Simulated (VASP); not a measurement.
Wanted: the native input for a VASP 6.6.1 run.

```yaml
Task: single point
Functional: PBE
Potentials_or_basis: VASP PAW PBE potentials, release 64 (P)
Cutoff: 520 eV
k_mesh: 18 × 18 × 18
Occupations: fermi-dirac, width 0.05 eV
Spin: no spin polarisation
Dipole_correction: no
Further_INCAR_settings: ALGO = Normal; EDIFF = 1e-07; NBANDS = 8
```

The structure of P lies in POSCAR:

```
P
1.0
   -1.4646716725      1.4646716725      1.4646716725
    1.4646716725     -1.4646716725      1.4646716725
    1.4646716725      1.4646716725     -1.4646716725
P
1
Direct
    0.0000000000      0.0000000000      0.0000000000
```

One way to write it, as run:

INCAR

```
SYSTEM = P
  PREC = Accurate
  ENCUT = 520
  EDIFF = 1E-7
  ISMEAR = -1
  SIGMA = 0.05
  LREAL = .FALSE.
  LASPH = .TRUE.
  NELM = 80
  ALGO = Normal
  ISIF = 2
  LWAVE = .FALSE.
  LCHARG = .TRUE.
  GGA = PE
  LELF = .TRUE.
  LVHAR = .TRUE.
  NBANDS = 8
```

KPOINTS

```
Automatic mesh
0
G
  18 18 18
  0 0 0
```

Potentials or basis: VASP PAW PBE potentials, release 64 (P).

Run with:

```console
$ cat potpaw_PBE.64/P/POTCAR > POTCAR
$ mpirun -np 1 vasp_std > vasp.out
```

Results of the run:

- Pressure: 14.6 GPa

Wall time 6.6 s on 1 thread of Intel(R) Xeon(R) 6975P-C (Granite Rapids), with other jobs on the host, peak memory 0.12 GiB.
